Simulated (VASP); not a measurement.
# Mo (Im-3m) in VASP: notebook

The runs below take Mo through electric field gradients, with PBE.

Everything below comes from runs of VASP 6.6.1. Logs are shortened: lines on timing, memory, paths and dates and some standing lists are left out, and cuts for length are marked.

**1. The cell of the first run**

It takes space group Im-3m (No. 229, cubic). The conventional cell has a = 3.147 Å, b = 3.147 Å, c = 3.147 Å, α = 90.00°, β = 90.00°, γ = 90.00°. Mo (site symmetry m-3m) has 14 Mo at 2.73 to 3.15 Å within 3.6 Å.

**2. Electric field gradients, PBE**

Input file INCAR:

```
SYSTEM = Mo
PREC     = Accurate       ! precision mode
ENCUT    = 520            ! plane-wave cutoff, eV
EDIFF    = 1E-8           ! SCF threshold, eV
ISMEAR   = 0              ! smearing method
SIGMA    = 0.05           ! smearing width, eV
LREAL    = .FALSE.        ! projectors in reciprocal space
LASPH    = .TRUE.         ! aspherical terms in the spheres
NELM     = 100            ! most SCF steps
ALGO     = Normal         ! electronic algorithm
ISIF     = 2              ! what is computed and relaxed
LWAVE    = .FALSE.        ! write WAVECAR
LCHARG   = .FALSE.        ! write CHGCAR
GGA      = PE             ! functional
LEFG     = .TRUE.       
NBANDS   = 13             ! bands
```

Input file KPOINTS:

```
Automatic mesh
0
G
  20 20 20
  0 0 0
```

Input file POSCAR:

```
Mo
1.0
   -1.5734150000      1.5734150000      1.5734150000
    1.5734150000     -1.5734150000      1.5734150000
    1.5734150000      1.5734150000     -1.5734150000
Mo
1
Direct
    0.0000000000      0.0000000000      0.0000000000
```

Potentials or basis: VASP PAW PBE potentials, release 64 (Mo_sv).

Started as:

```console
$ cat potpaw_PBE.64/Mo_sv/POTCAR > POTCAR
$ mpirun -np 1 vasp_std > vasp.out
```

OUTCAR:

```text
SYSTEM = Mo
   PREC = Accurate
   ENCUT = 520
   EDIFF = 1E-8
   ISMEAR = 0
   LREAL = .FALSE.
   LASPH = .TRUE.
   NELM = 100
   ISIF = 2
   GGA = PE

 ion  position               nearest neighbor table
   1  0.000  0.000  0.000-

  LATTYP: Found a body centered cubic cell.
 ALAT       =     3.1468300000

  Lattice vectors:

 A1 = (  -1.5734150000,   1.5734150000,   1.5734150000)
 A2 = (   1.5734150000,  -1.5734150000,   1.5734150000)
 A3 = (   1.5734150000,   1.5734150000,  -1.5734150000)

Analysis of symmetry for initial positions (statically):
=====================================================================
 Subroutine PRICEL returns:
 Original cell was already a primitive cell.

 Routine SETGRP: Setting up the symmetry group for a
 body centered cubic supercell.

 Subroutine GETGRP returns: Found 48 space group operations
 (whereof 48 operations were pure point group operations)
 out of a pool of 48 trial point group operations.

The static configuration has the point symmetry O_h .

Analysis of symmetry for dynamics (positions and initial velocities):
=====================================================================
 Subroutine PRICEL returns:
 Original cell was already a primitive cell.

 Routine SETGRP: Setting up the symmetry group for a
 body centered cubic supercell.

 Subroutine GETGRP returns: Found 48 space group operations
 (whereof 48 operations were pure point group operations)
 out of a pool of 48 trial point group operations.

The dynamic configuration has the point symmetry O_h .

 Subroutine INISYM returns: Found 48 space group operations
 (whereof 48 operations are pure point group operations),
 and found     1 'primitive' translations

----------------------------------------------------------------------------------------

                                     Primitive cell

  volume of cell :      15.5808

  direct lattice vectors                    reciprocal lattice vectors
    -1.573415000  1.573415000  1.573415000     0.000000000  0.317780115  0.317780115
     1.573415000 -1.573415000  1.573415000     0.317780115  0.000000000  0.317780115
     1.573415000  1.573415000 -1.573415000     0.317780115  0.317780115  0.000000000

  length of vectors
     2.725234721  2.725234721  2.725234721     0.449408949  0.449408949  0.449408949

  position of ions in fractional coordinates (direct lattice)
     0.000000000  0.000000000  0.000000000

  ion indices of the primitive-cell ions
   primitive index   ion index
                 1           1

----------------------------------------------------------------------------------------

 KPOINTS: Automatic mesh

Automatic generation of k-mesh.
 Grid dimensions read from file:
 generate k-points for:   20   20   20

 Generating k-lattice:

  Cartesian coordinates                     Fractional coordinates (reciprocal lattice)
     0.000000000  0.015889006  0.015889006     0.050000000  0.000000000  0.000000000
     0.015889006  0.000000000  0.015889006     0.000000000  0.050000000  0.000000000
     0.015889006  0.015889006  0.000000000     0.000000000  0.000000000  0.050000000

  Length of vectors
     0.022470447  0.022470447  0.022470447

  Shift w.r.t. Gamma in fractional coordinates (k-lattice)
     0.000000000  0.000000000  0.000000000

 Subroutine IBZKPT returns following result:
 ===========================================

 Found    256 irreducible k-points:

 Following reciprocal coordinates:
            Coordinates               Weight
  0.000000  0.000000  0.000000      1.000000
  0.050000  0.000000  0.000000     12.000000
  0.100000  0.000000  0.000000     12.000000
  0.150000  0.000000  0.000000     12.000000
  0.200000  0.000000  0.000000     12.000000
  0.250000  0.000000  0.000000     12.000000
[... 16 lines left out ...]
  0.200000  0.100000  0.000000     48.000000
  0.250000  0.100000  0.000000     48.000000
 [... further k-points ...]
   k-points           NKPTS =    256   k-points in BZ     NKDIM =    256   number of bands    NBANDS=     13
   number of dos      NEDOS =    301   number of ions     NIONS =      1
   total plane-waves  NPLWV =   8000
   dimension x,y,z NGX =    20 NGY =   20 NGZ =   20
   dimension x,y,z NGXF=    40 NGYF=   40 NGZF=   40
   ions per type =               1
   NGX,Y,Z   is equivalent  to a cutoff of  12.20, 12.20, 12.20 a.u.
   NGXF,Y,Z  is equivalent  to a cutoff of  24.40, 24.40, 24.40 a.u.
 SYSTEM =  Mo
   PREC   = accura    normal or accurate (medium, high low for compatibility)
   ISTART =      0    job   : 0-new  1-cont  2-samecut
   ICHARG =      2    charge: 1-file 2-atom 10-const
   ISPIN  =      1    spin polarized calculation?
   LNONCOLLINEAR =      F non collinear calculations
   LSORBIT =      F    spin-orbit coupling
   LASPH  =      T    aspherical Exc in radial PAW
   ENCUT  =  520.0 eV  38.22 Ry    6.18 a.u.   5.07  5.07  5.07*2*pi/ulx,y,z
   NELM   =    100;   NELMIN=  2; NELMDL= -5     # of ELM steps
   EDIFF  = 0.1E-07   stopping-criterion for ELM
   LREAL  =      F    real-space projection
   EDIFFG = 0.1E-06   stopping-criterion for IOM
   NSW    =      0    number of steps for IOM
   IBRION =     -1    ionic relax: 0-MD 1-quasi-New 2-CG
   NFREE  =      0    steps in history (QN), initial steepest desc. (CG)
   ISIF   =      2    stress and relaxation
   ISYM   =      2    0-nonsym 1-usesym 2-fastsym
   POTIM  = 0.5000    time-step for ionic-motion
   TEBEG  =    0.0;   TEEND  =   0.0 temperature during run
   PSTRESS=    0.0 pullay stress
   NELECT =      14.0000    total number of electrons
   NUPDOWN=      -1.0000    fix difference up-down
   EMIN   =  10.00;   EMAX   =-10.00  energy-range for DOS
   EFERMI =   0.00;   METHOD = LEGACY
   ISMEAR =     0;   SIGMA  =   0.05  broadening in eV -4-tet -1-fermi 0-gaus
   EFERMI_NEDOS =   21; number of points for ismear=-14 and -15
   IALGO  =     38    algorithm
   IMIX   =      4    mixing-type and parameters
     AMIX     =   0.40;   BMIX     =  1.00
     AMIX_MAG =   1.60;   BMIX_MAG =  1.00
  volume/ion in A,a.u.               =      15.58       105.14
  Fermi-wavevector in a.u.,A,eV,Ry     =   1.579747  2.985289 33.954710  2.495601
  Thomas-Fermi vector in A             =   2.680079
   LORBIT       =      0    0 simple, 1 ext, 2 COOP (PROOUT), +10 PAW based schemes
   GGA     = PE    functional components
   LHFCALC =     F    Hartree Fock is set to
   AEXX    =    0.0000 exact exchange contribution
   IVDW    =     0    specifies the selected vdW correction
   LEPSILON=     F    determine dielectric tensor
   LRPA    =     F    only Hartree local field effects (RPA)
 non-spin polarized calculation
 Gauss-broadening in eV      SIGMA  =   0.05
  energy-cutoff  :      520.00
  volume of cell :       15.58
 maximum number of plane-waves:       431
   NGX = 11   NGY = 11   NGZ = 11

 number of electron      14.0000001 magnetization

 Free energy of the ion-electron system (eV)
  ---------------------------------------------------
  ext. energy  EPLUGINS =         0.00000000
  ---------------------------------------------------
  free energy    TOTEN  =       -10.93428011 eV

  energy without entropy =      -10.93349017  energy(sigma->0) =      -10.93388514

 E-fermi :  12.6703     XC(G=0): -13.4095

 val. band max:       12.6550468688   @ k =  -0.2000   0.2000   0.1000
 cond. band min:      12.6979631539   @ k =  -0.4500   0.5000   0.0500
 fundamental gap:      0.0429162851
 Fermi energy:        12.6703401949

 k-point     1 :       0.0000    0.0000    0.0000
  band No.  band energies     occupation
      1     -48.6388      2.00000
      2     -21.8972      2.00000
      3     -21.8972      2.00000
      4     -21.8972      2.00000
      5       5.3994      2.00000
      6      11.2739      2.00000
      7      11.2739      2.00000
      8      11.2739      2.00000
      9      14.3118      0.00000
     10      14.3118      0.00000
     11      27.4836      0.00000
     12      27.4836      0.00000
     13      27.4836      0.00000

 k-point     2 :       0.0500    0.0000    0.0000
  band No.  band energies     occupation
      1     -48.6323      2.00000
      2     -21.9344      2.00000
      3     -21.9087      2.00000
      4     -21.8975      2.00000
      5       5.5113      2.00000
      6      11.2105      2.00000
      7      11.2642      2.00000
      8      11.3784      2.00000
      9      14.2159      0.00000
     10      14.3133      0.00000
     11      27.5690      0.00000
[... 339 lines left out ...]
 k-point    24 :       0.2500    0.1000    0.0000
  band No.  band energies     occupation
      1     -48.4537      2.00000
      2     -22.8582      2.00000
      3     -22.2121      2.00000
      4     -21.9538      2.00000
      5       7.9109      2.00000
      6       9.8764      2.00000
      7      10.9823      2.00000
      8      13.6921      0.00000
      9      14.8146      0.00000
     10      15.2481      0.00000
     11      26.9396      0.00000
     12      27.9661      0.00000
     13      32.1915      0.00000

 [... further k-points ...]
[... 5 lines left out ...]
  --------------------------------------------------------------------------------------
  -------------------------------------------------------------------------------------
  Total        0.4089992      0.4089992      0.4089992      0.0000000      0.0000000      0.0000000
  in kB       42.0574774     42.0574774     42.0574774      0.0000000      0.0000000      0.0000000
  external PRESSURE =      42.0574774 kB  Pullay stress =       0.0000000 kB

 VOLUME and BASIS-vectors are now :
 -----------------------------------------------------------------------------
  energy-cutoff  :      520.00
  volume of cell :       15.58
      direct lattice vectors                 reciprocal lattice vectors
    -1.573415000  1.573415000  1.573415000     0.000000000  0.317780115  0.317780115
     1.573415000 -1.573415000  1.573415000     0.317780115  0.000000000  0.317780115
     1.573415000  1.573415000 -1.573415000     0.317780115  0.317780115  0.000000000

 POSITION                                       TOTAL-FORCE (eV/Angst)
 -----------------------------------------------------------------------------------
      0.00000      0.00000      0.00000        -0.000000     -0.000000      0.000000
 -----------------------------------------------------------------------------------
    total drift:                                0.000000     -0.000000      0.000000

  FREE ENERGIE OF THE ION-ELECTRON SYSTEM (eV)
  ---------------------------------------------------
  free  energy   TOTEN  =       -10.9342801060 eV

  energy  without entropy=      -10.9334901710  energy(sigma->0) =      -10.93388514

 Electric field gradients (V/A^2)
---------------------------------------------------------------------
 ion       V_xx      V_yy      V_zz      V_xy      V_xz      V_yz
---------------------------------------------------------------------
   1      -0.000    -0.000    -0.000    -0.000    -0.000    -0.000
---------------------------------------------------------------------

 Electric field gradients after diagonalization (V/A^2)
 (convention: |V_zz| > |V_xx| > |V_yy|)
----------------------------------------------------------------------
 ion       V_xx      V_yy      V_zz     asymmetry (V_yy - V_xx)/ V_zz
----------------------------------------------------------------------
   1       0.000     0.000    -0.001       0.000
----------------------------------------------------------------------

           NMR quadrupolar parameters

 Cq : quadrupolar parameter    Cq=e*Q*V_zz/h
 eta: asymmetry parameters     (V_yy - V_xx)/ V_zz
 Q  : nuclear electric quadrupole moment in mb (millibarn)
----------------------------------------------------------------------
 ion       Cq(MHz)       eta       Q (mb)
----------------------------------------------------------------------
   1      -0.000       0.000       1.000
----------------------------------------------------------------------
```

Wall time 43 s (1 thread of AMD EPYC 7R43 (Zen 3), shared host); peak memory 0.13 GiB.

What came out:

| Property | Result |
| --- | --- |
| Free energy | -10.9343 eV |
| Pressure | 4.2 GPa |
| Band gap on the k mesh | zero (band 7 reaches 16.64 eV, above the bottom of band 8 at 11.27 eV) |

Caveat: without QUAD_EFG the Cq values of the log hold for a quadrupole moment of 1 mb, not for the nuclei.

**3. Electric field gradients, PBE**

This run uses another cell than the first one, of 15.79 Å³/atom, 1.014 times its volume.

Input file INCAR:

```
PREC = Accurate
ENCUT = 520
EDIFF = 1E-8
ISMEAR = 0
SIGMA = 0.05
LREAL = False
LASPH = True
NELM = 100
ALGO = Normal
ISIF = 2
LWAVE = False
LCHARG = False
GGA = PE
LEFG = True
NBANDS = 13
```

Input file KPOINTS:

```
Automatic mesh
0
Gamma
  20 20 20
```

Input file POSCAR:

```
Mo
1.0
   -1.5805875265      1.5805875265      1.5805875265
    1.5805875265     -1.5805875265      1.5805875265
    1.5805875265      1.5805875265     -1.5805875265
Mo
1
Direct
    0.0000000000      0.0000000000      0.0000000000
```

Potentials or basis: VASP PAW PBE potentials, release 64 (Mo_sv).

Started as:

```console
$ cat potpaw_PBE.64/Mo_sv/POTCAR > POTCAR
$ mpirun -np 1 vasp_std > vasp.out
```

OUTCAR:

```text
PREC = Accurate
   ENCUT = 520
   EDIFF = 1E-8
   ISMEAR = 0
   LREAL = False
   LASPH = True
   NELM = 100
   ISIF = 2
   GGA = PE

 ion  position               nearest neighbor table
   1  0.000  0.000  0.000-

  LATTYP: Found a body centered cubic cell.
 ALAT       =     3.1611750530

  Lattice vectors:

 A1 = (  -1.5805875265,   1.5805875265,   1.5805875265)
 A2 = (   1.5805875265,  -1.5805875265,   1.5805875265)
 A3 = (   1.5805875265,   1.5805875265,  -1.5805875265)

Analysis of symmetry for initial positions (statically):
=====================================================================
 Subroutine PRICEL returns:
 Original cell was already a primitive cell.

[... 567 lines left out ...]
  in kB        5.1774206      5.1774206      5.1774206      0.0000000      0.0000000     -0.0000000
  external PRESSURE =       5.1774206 kB  Pullay stress =       0.0000000 kB

 VOLUME and BASIS-vectors are now :
 -----------------------------------------------------------------------------
  energy-cutoff  :      520.00
  volume of cell :       15.79
      direct lattice vectors                 reciprocal lattice vectors
    -1.580587527  1.580587527  1.580587527     0.000000000  0.316338065  0.316338065
     1.580587527 -1.580587527  1.580587527     0.316338065  0.000000000  0.316338065
     1.580587527  1.580587527 -1.580587527     0.316338065  0.316338065  0.000000000

 POSITION                                       TOTAL-FORCE (eV/Angst)
 -----------------------------------------------------------------------------------
      0.00000      0.00000      0.00000         0.000000     -0.000000      0.000000
 -----------------------------------------------------------------------------------
    total drift:                                0.000000     -0.000000      0.000000

  FREE ENERGIE OF THE ION-ELECTRON SYSTEM (eV)
  ---------------------------------------------------
  free  energy   TOTEN  =       -10.9375027043 eV

  energy  without entropy=      -10.9367472011  energy(sigma->0) =      -10.93712495

 Electric field gradients (V/A^2)
---------------------------------------------------------------------
 ion       V_xx      V_yy      V_zz      V_xy      V_xz      V_yz
---------------------------------------------------------------------
   1      -0.000    -0.000     0.000    -0.000    -0.000    -0.000
---------------------------------------------------------------------

 Electric field gradients after diagonalization (V/A^2)
 (convention: |V_zz| > |V_xx| > |V_yy|)
----------------------------------------------------------------------
 ion       V_xx      V_yy      V_zz     asymmetry (V_yy - V_xx)/ V_zz
----------------------------------------------------------------------
   1       0.000     0.000    -0.001       0.000
----------------------------------------------------------------------

           NMR quadrupolar parameters

 Cq : quadrupolar parameter    Cq=e*Q*V_zz/h
 eta: asymmetry parameters     (V_yy - V_xx)/ V_zz
 Q  : nuclear electric quadrupole moment in mb (millibarn)
----------------------------------------------------------------------
 ion       Cq(MHz)       eta       Q (mb)
----------------------------------------------------------------------
   1      -0.000       0.000       1.000
----------------------------------------------------------------------
```

OSZICAR:

```text
N       E                     dE             d eps       ncg     rms          rms(c)
DAV:   1     0.942416130177E+02    0.94242E+02   -0.80158E+03  6722   0.110E+03
DAV:   2    -0.104001810499E+02   -0.10464E+03   -0.10070E+03  7636   0.312E+02
DAV:   3    -0.116039465908E+02   -0.12038E+01   -0.11997E+01  7436   0.334E+01
DAV:   4    -0.116067449103E+02   -0.27983E-02   -0.27983E-02  7446   0.195E+00
DAV:   5    -0.116067624785E+02   -0.17568E-04   -0.17569E-04  7541   0.139E-01    0.144E+01
DAV:   6    -0.110192193551E+02    0.58754E+00   -0.73497E-01  6866   0.105E+01    0.382E+00
DAV:   7    -0.109411900309E+02    0.78029E-01   -0.13966E-01  7356   0.437E+00    0.962E-01
DAV:   8    -0.109374167981E+02    0.37732E-02   -0.40281E-03  6941   0.809E-01    0.197E-01
DAV:   9    -0.109374942517E+02   -0.77454E-04   -0.92016E-05  7741   0.117E-01    0.813E-02
DAV:  10    -0.109375027255E+02   -0.84738E-05   -0.12099E-05  6946   0.405E-02    0.538E-03
DAV:  11    -0.109375028942E+02   -0.16872E-06   -0.11754E-07  7846   0.381E-03    0.140E-03
DAV:  12    -0.109375026836E+02    0.21060E-06   -0.68667E-09  4403   0.999E-04    0.100E-04
DAV:  13    -0.109375027011E+02   -0.17495E-07   -0.29883E-10  3553   0.221E-04    0.189E-05
DAV:  14    -0.109375027043E+02   -0.31814E-08   -0.30898E-11  3443   0.695E-05
   1 F= -.10937503E+02 E0= -.10937125E+02  d E =-.755503E-03
```

stdout:

```text
POSCAR found type information on POSCAR Mo
 POSCAR found :  1 types and       1 ions
 scaLAPACK will be used
 LDA part: xc-table for (Slater+PW92), standard interpolation
 POSCAR, INCAR and KPOINTS ok, starting setup
 FFT: planning ... GRIDC
 FFT: planning ... GRID_SOFT
 FFT: planning ... GRID
 WAVECAR not read
 entering main loop
ion   1
```

Run time: 45 s. Hardware: 1 thread of AMD EPYC 7R43 (Zen 3), shared host; peak memory 0.13 GiB.

Results:

```yaml
Free_energy: -10.9375 eV
Pressure: 0.5 GPa
Band_gap_on_the_k_mesh: zero (band 7 reaches 16.35 eV, above the bottom of band 8 at 11.08 eV)
```

Levels at points of the mesh, in eV from the Fermi level:
```tsv
k point	band 4	band 5	band 6	band 7	band 8	band 9	band 10	band 11
(0.00, 0.00, 0.00)	-34.60	-7.22	-1.37	-1.37	-1.37	1.62	1.62	14.79
(0.50, 0.00, 0.00)	-34.61	-5.28	-3.38	1.56	1.64	2.26	4.65	11.46
(0.50, 0.50, 0.50)	-35.53	-5.38	-5.38	3.90	3.90	3.90	8.96	8.96
```

Caveat: without QUAD_EFG the Cq values of the log hold for a quadrupole moment of 1 mb, not for the nuclei.
